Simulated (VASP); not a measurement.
# TaH in VASP: further runs

TaH is run at these levels: PBE; tasks: single point.

All numbers are computed with VASP 6.6.1; they aren't measurements. Logs are shortened: lines on timing, memory, paths and dates and some standing lists are left out, and cuts for length are marked.

### Step 1. The cell of the first run

The typed cell holds 2 atoms: a = 2.892 Å, b = 2.892 Å, c = 3.633 Å, α = 90.00°, β = 90.00°, γ = 120.00°.

### Step 2. Single point, PBE

The input, INCAR:

```
SYSTEM = TaH
PREC = Accurate
ENCUT = 500
EDIFF = 1E-6
ISMEAR = 0
SIGMA = 0.2
LREAL = .FALSE.
LASPH = .TRUE.
NELM = 120
ALGO = Normal
ISIF = 2
LWAVE = .FALSE.
LCHARG = .FALSE.
GGA = PE
NBANDS = 13
GGA_COMPAT = .FALSE.
```

The input, KPOINTS:

```
Automatic mesh
0
G
  7 7 6
  0 0 0
```

The input, POSCAR:

```
TaH
1.0
    2.8918253648      0.0000000000      0.0000000000
   -1.4459126824      2.5043942292      0.0000000000
    0.0000000000      0.0000000000      3.6333384614
Ta H
1 1
Direct
    0.0000000000      0.0000000000      0.0968685661
    0.0000000000      0.0000000000      0.5969594839
```

Potentials or basis: VASP PAW PBE potentials, release 64 (Ta_pv, H).

Run with:

```sh
> cat potpaw_PBE.64/Ta_pv/POTCAR potpaw_PBE.64/H/POTCAR > POTCAR
> mpirun -np 1 vasp_std > vasp.out
```

OUTCAR:

```text
SYSTEM = TaH
   PREC = Accurate
   ENCUT = 500
   EDIFF = 1E-6
   ISMEAR = 0
   LREAL = .FALSE.
   LASPH = .TRUE.
   NELM = 120
   ISIF = 2
   GGA = PE

 ion  position               nearest neighbor table
   1  0.000  0.000  0.097-   2 1.82   2 1.82
   2  0.000  0.000  0.597-   1 1.82   1 1.82

  LATTYP: Found a hexagonal cell.
 ALAT       =     2.8918253648
 C/A-ratio  =     1.2564169696

  Lattice vectors:

 A1 = (   2.8918253648,   0.0000000000,   0.0000000000)
 A2 = (  -1.4459126824,   2.5043942292,   0.0000000000)
 A3 = (   0.0000000000,   0.0000000000,   3.6333384614)

Analysis of symmetry for initial positions (statically):
=====================================================================
 Subroutine PRICEL returns:
 Original cell was already a primitive cell.

 Routine SETGRP: Setting up the symmetry group for a
 hexagonal supercell.

 Subroutine GETGRP returns: Found 12 space group operations
 (whereof 12 operations were pure point group operations)
 out of a pool of 24 trial point group operations.

The static configuration has the point symmetry C_6v.

Analysis of symmetry for dynamics (positions and initial velocities):
=====================================================================
 Subroutine PRICEL returns:
 Original cell was already a primitive cell.

 Routine SETGRP: Setting up the symmetry group for a
 hexagonal supercell.

 Subroutine GETGRP returns: Found 12 space group operations
 (whereof 12 operations were pure point group operations)
 out of a pool of 24 trial point group operations.

The dynamic configuration has the point symmetry C_6v.

 Subroutine INISYM returns: Found 12 space group operations
 (whereof 12 operations are pure point group operations),
 and found     1 'primitive' translations

----------------------------------------------------------------------------------------

                                     Primitive cell

  volume of cell :      26.3136

  direct lattice vectors                    reciprocal lattice vectors
     2.891825365  0.000000000  0.000000000     0.345802348  0.199649078  0.000000000
    -1.445912682  2.504394229  0.000000000     0.000000000  0.399298157  0.000000000
     0.000000000  0.000000000  3.633338461     0.000000000  0.000000000  0.275228969

  length of vectors
     2.891825365  2.891825365  3.633338461     0.399298157  0.399298157  0.275228969

  position of ions in fractional coordinates (direct lattice)
     0.000000000  0.000000000  0.096868566
     0.000000000  0.000000000  0.596959484

  ion indices of the primitive-cell ions
   primitive index   ion index
                 1           1
                 2           2

----------------------------------------------------------------------------------------

 KPOINTS: Automatic mesh

Automatic generation of k-mesh.
 Grid dimensions read from file:
 generate k-points for:    7    7    6

 Generating k-lattice:

  Cartesian coordinates                     Fractional coordinates (reciprocal lattice)
     0.049400335  0.028521297  0.000000000     0.142857143  0.000000000  0.000000000
     0.000000000  0.057042594  0.000000000     0.000000000  0.142857143  0.000000000
     0.000000000  0.000000000  0.045871495     0.000000000  0.000000000  0.166666667

  Length of vectors
     0.057042594  0.057042594  0.045871495

  Shift w.r.t. Gamma in fractional coordinates (k-lattice)
     0.000000000  0.000000000  0.000000000

 Subroutine IBZKPT returns following result:
 ===========================================

 Found     32 irreducible k-points:

 Following reciprocal coordinates:
            Coordinates               Weight
  0.000000  0.000000  0.000000      1.000000
  0.142857  0.000000  0.000000      6.000000
  0.285714  0.000000  0.000000      6.000000
  0.428571 -0.000000  0.000000      6.000000
  0.142857  0.142857  0.000000      6.000000
  0.285714  0.142857  0.000000     12.000000
[... 16 lines left out ...]
  0.428571  0.142857  0.333333     12.000000
  0.285714  0.285714  0.333333     12.000000
 [... further k-points ...]
   k-points           NKPTS =     32   k-points in BZ     NKDIM =     32   number of bands    NBANDS=     13
   number of dos      NEDOS =    301   number of ions     NIONS =      2
   total plane-waves  NPLWV =  16128
   dimension x,y,z NGX =    24 NGY =   24 NGZ =   28
   dimension x,y,z NGXF=    48 NGYF=   48 NGZF=   56
   ions per type =               1   1
   NGX,Y,Z   is equivalent  to a cutoff of  13.80, 13.80, 12.81 a.u.
   NGXF,Y,Z  is equivalent  to a cutoff of  27.59, 27.59, 25.62 a.u.
 SYSTEM =  TaH
   PREC   = accura    normal or accurate (medium, high low for compatibility)
   ISTART =      0    job   : 0-new  1-cont  2-samecut
   ICHARG =      2    charge: 1-file 2-atom 10-const
   ISPIN  =      1    spin polarized calculation?
   LNONCOLLINEAR =      F non collinear calculations
   LSORBIT =      F    spin-orbit coupling
   LASPH  =      T    aspherical Exc in radial PAW
   ENCUT  =  500.0 eV  36.75 Ry    6.06 a.u.   5.27  5.27  6.62*2*pi/ulx,y,z
   NELM   =    120;   NELMIN=  2; NELMDL= -5     # of ELM steps
   EDIFF  = 0.1E-05   stopping-criterion for ELM
   LREAL  =      F    real-space projection
   EDIFFG = 0.1E-04   stopping-criterion for IOM
   NSW    =      0    number of steps for IOM
   IBRION =     -1    ionic relax: 0-MD 1-quasi-New 2-CG
   NFREE  =      0    steps in history (QN), initial steepest desc. (CG)
   ISIF   =      2    stress and relaxation
   ISYM   =      2    0-nonsym 1-usesym 2-fastsym
   POTIM  = 0.5000    time-step for ionic-motion
   TEBEG  =    0.0;   TEEND  =   0.0 temperature during run
   PSTRESS=    0.0 pullay stress
   NELECT =      12.0000    total number of electrons
   NUPDOWN=      -1.0000    fix difference up-down
   EMIN   =  10.00;   EMAX   =-10.00  energy-range for DOS
   EFERMI =   0.00;   METHOD = LEGACY
   ISMEAR =     0;   SIGMA  =   0.20  broadening in eV -4-tet -1-fermi 0-gaus
   EFERMI_NEDOS =   21; number of points for ismear=-14 and -15
   IALGO  =     38    algorithm
   IMIX   =      4    mixing-type and parameters
     AMIX     =   0.40;   BMIX     =  1.00
     AMIX_MAG =   1.60;   BMIX_MAG =  1.00
  volume/ion in A,a.u.               =      13.16        88.79
  Fermi-wavevector in a.u.,A,eV,Ry     =   1.260110  2.381262 21.604373  1.587877
  Thomas-Fermi vector in A             =   2.393636
   LORBIT       =      0    0 simple, 1 ext, 2 COOP (PROOUT), +10 PAW based schemes
   GGA     = PE    functional components
   LHFCALC =     F    Hartree Fock is set to
   AEXX    =    0.0000 exact exchange contribution
   IVDW    =     0    specifies the selected vdW correction
   LEPSILON=     F    determine dielectric tensor
   LRPA    =     F    only Hartree local field effects (RPA)
 non-spin polarized calculation
 Gauss-broadening in eV      SIGMA  =   0.20
  energy-cutoff  :      500.00
  volume of cell :       26.31
 maximum number of plane-waves:       681
 NGX is ok and might be reduce to    24
   NGX = 11   NGY = 11   NGZ = 13

 number of electron      11.9999999 magnetization

 Free energy of the ion-electron system (eV)
  ---------------------------------------------------
  ext. energy  EPLUGINS =         0.00000000
  ---------------------------------------------------
  free energy    TOTEN  =       -13.72623309 eV

  energy without entropy =      -13.67649247  energy(sigma->0) =      -13.70136278

 E-fermi :   3.4814     XC(G=0): -11.0061

 val. band max:        3.4715061115   @ k =   0.2857   0.1429   0.0000
 cond. band min:       3.4876006045   @ k =   0.1429   0.0000   0.0000
 fundamental gap:      0.0160944930
 Fermi energy:         3.4813675265

 k-point     1 :       0.0000    0.0000    0.0000
  band No.  band energies     occupation
      1     -31.0630      2.00000
      2     -30.4067      2.00000
      3     -30.4067      2.00000
      4      -5.0887      2.00000
      5      -1.1690      2.00000
      6       4.1833      0.00000
      7       4.1833      0.00000
      8       7.7429      0.00000
      9       7.7429      0.00000
     10       9.6860      0.00000
     11      16.9251      0.00000
     12      17.2624      0.00000
     13      17.7715      0.00000

 k-point     2 :       0.1429    0.0000    0.0000
  band No.  band energies     occupation
      1     -31.0363      2.00000
      2     -30.6099      2.00000
      3     -30.4529      2.00000
      4      -4.6106      2.00000
      5      -0.5668      2.00000
      6       3.4876      0.96485
      7       4.9146      0.00000
      8       5.8824      0.00000
      9       7.5267      0.00000
     10      11.9113      0.00000
     11      15.5468      0.00000
     12      17.2871      0.00000
     13      17.8451      0.00000

 k-point     3 :       0.2857    0.0000    0.0000
  band No.  band energies     occupation
      1     -31.0463      2.00000
      2     -30.9759      2.00000
      3     -30.5552      2.00000
      4      -3.5195      2.00000
      5       0.3967      2.00000
      6       3.0789      1.99557
      7       3.9977      0.00026
      8       6.9218      0.00000
      9       7.0768      0.00000
     10      12.5442      0.00000
     11      14.4886      0.00000
     12      17.2369      0.00000
     13      17.4513      0.00000
[... 305 lines left out ...]
 k-point    23 :       0.4286    0.1429    0.3333
  band No.  band energies     occupation
      1     -31.3577      2.00000
      2     -30.9965      2.00000
      3     -30.7697      2.00000
      4       0.0219      2.00000
      5       1.0074      2.00000
      6       1.3312      2.00000
      7       4.8702      0.00000
      8       5.4433      0.00000
      9       8.5666      0.00000
     10      11.2106      0.00000
     11      13.5637      0.00000
     12      15.0897      0.00000
     13      15.5424      0.00000

 k-point    24 :       0.2857    0.2857    0.3333
  band No.  band energies     occupation
      1     -31.2246      2.00000
      2     -30.9901      2.00000
      3     -30.9647      2.00000
      4       0.1761      2.00000
      5       2.0566      2.00000
      6       2.4170      2.00000
      7       3.5983      0.40834
      8       3.6147      0.34578
      9       8.5852      0.00000
     10      12.3658      0.00000
     11      12.8261      0.00000
     12      14.5815      0.00000
     13      16.4811      0.00000

 [... further k-points ...]
[... 5 lines left out ...]
  --------------------------------------------------------------------------------------
  -------------------------------------------------------------------------------------
  Total       -0.0047114     -0.0047114      0.0738211     -0.0000000      0.0000000      0.0000000
  in kB       -0.2868680     -0.2868680      4.4948033     -0.0000000      0.0000000      0.0000000
  external PRESSURE =       1.3070224 kB  Pullay stress =       0.0000000 kB

 VOLUME and BASIS-vectors are now :
 -----------------------------------------------------------------------------
  energy-cutoff  :      500.00
  volume of cell :       26.31
      direct lattice vectors                 reciprocal lattice vectors
     2.891825365  0.000000000  0.000000000     0.345802348  0.199649078  0.000000000
    -1.445912682  2.504394229  0.000000000     0.000000000  0.399298157  0.000000000
     0.000000000  0.000000000  3.633338461     0.000000000  0.000000000  0.275228969

 POSITION                                       TOTAL-FORCE (eV/Angst)
 -----------------------------------------------------------------------------------
      0.00000      0.00000      0.35196        -0.000000     -0.000000      0.004748
      0.00000      0.00000      2.16896         0.000000      0.000000     -0.004748
 -----------------------------------------------------------------------------------
    total drift:                                0.000000      0.000000     -0.000059

  FREE ENERGIE OF THE ION-ELECTRON SYSTEM (eV)
  ---------------------------------------------------
  free  energy   TOTEN  =       -13.7262330940 eV

  energy  without entropy=      -13.6764924674  energy(sigma->0) =      -13.70136278
```

Wall time 15 s (1 thread of AMD EPYC 7R43 (Zen 3), shared host); peak memory 0.11 GiB.

What came out:

```yaml
Free_energy: -13.7262 eV
Pressure: 0.1 GPa
Largest_force: 0.005 eV/Å
Band_gap_on_the_k_mesh: zero (band 6 reaches 4.29 eV, above the bottom of band 7 at 3.15 eV)
```

Forces in eV/Å, atoms in the order of the input:
```
Ta   0.000  0.000  0.005
H    0.000  0.000 -0.005
```

Caveat: spin-orbit coupling is left out, which moves the levels of the heavy elements.

### Step 3. Single point, PBE

This run uses another cell than the first one, of 13.06 Å³/atom, 0.992 times its volume.

The input, INCAR:

```
SYSTEM = TaH
  ALGO = Normal
  EDIFF = 1E-6
  ENCUT = 500
  GGA = PE
  GGA_COMPAT = .False.
  ISIF = 2
  ISMEAR = 0
  LASPH = .True.
  LCHARG = .False.
  LREAL = .False.
  LWAVE = .False.
  NBANDS = 13
  NELM = 120
  PREC = Accurate
  SIGMA = 0.2
```

The input, KPOINTS:

```
k-points
0
Gamma
  9 9 4
  0 0 0
```

The input, POSCAR:

```
TaH
1.0
    2.8487780122     -0.0000000032      0.0000000000
   -1.4243890033      2.4671141299      0.0000000000
    0.0000000000      0.0000000000      3.7158765774
Ta H
1 1
Direct
    0.0000000000      0.0000000000      0.0000000000
    0.0000000000      0.0000000000      0.5000000000
```

Potentials or basis: VASP PAW PBE potentials, release 64 (Ta_pv, H).

Run with:

```sh
> cat potpaw_PBE.64/Ta_pv/POTCAR potpaw_PBE.64/H/POTCAR > POTCAR
> mpirun -np 1 vasp_std > vasp.out
```

Wall time 16 s (1 thread of AMD EPYC 7R43 (Zen 3), shared host); peak memory 0.11 GiB.

The run converged. Its results:

* Free energy: -13.7861 eV
* Pressure: 0.4 GPa
* Band gap on the k mesh: zero (band 6 reaches 4.37 eV, above the bottom of band 7 at 2.87 eV)

Stress tensor (GPa, compression positive):
```
 0.62  0.00  0.00
 0.00  0.62  0.00
 0.00  0.00 -0.04
```

Levels at points of the mesh, in eV from the Fermi level:
```
           k point  band 3  band 4  band 5  band 6  band 7  band 8  band 9  band 10
(0.00, 0.00, 0.00)  -33.57   -8.37   -4.51    0.92    0.92    4.60    4.60     5.84
(0.00, 0.00, 0.50)  -33.57   -5.52   -5.00    1.01    1.01    1.62    4.06     4.06
```

Caveat: the k points lie up to 0.42 Å⁻¹ apart; spin-orbit coupling is left out, which moves the levels of the heavy elements.
